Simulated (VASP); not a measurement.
The system is BaTiO3.

```
Ba Ti O
1.0
     3.99980    0.00000    0.00000
     0.00000    3.99980    0.00000
     0.00000    0.00000    4.01800
Ba Ti O
1 1 3
Direct
  0.00000 0.00000 0.00000
  0.50000 0.50000 0.49000
  0.50000 0.50000 0.01900
  0.50000 0.00000 0.51700
  0.00000 0.50000 0.51700
```

Base run:

```yaml
Program: VASP 6.6.1
Functional: PBE
Potentials_or_basis: VASP PAW PBE potentials, release 64 (Ba_sv, Ti_sv, O)
Cutoff: 520 eV
k_mesh: 4 × 4 × 4
Occupations: gaussian, width 0.01 eV
Spin: no spin polarisation
Hubbard_terms: Ti d U = 6.0 eV
```

Its results: band gap on the k mesh 2.51 eV (least direct gap 2.83 eV); pressure 9.2 GPa; largest force 0.718 eV/Å.

Q: After a change of settings the same cell gave: band gap on the k mesh 2.24 eV (least direct gap 2.55 eV); pressure 7.5 GPa; largest force 0.411 eV/Å. Which change was it?
A. hubbard terms from Ti d U = 6.0 eV to none
B. hubbard terms from Ti d U = 6.0 eV to Ti d U = 2.0 eV
C. hubbard terms from Ti d U = 6.0 eV to Ti d U = 4.0 eV

A: C.

Caveats: the cell stands under pressure; spin-orbit coupling is left out, which moves the levels of the heavy elements.
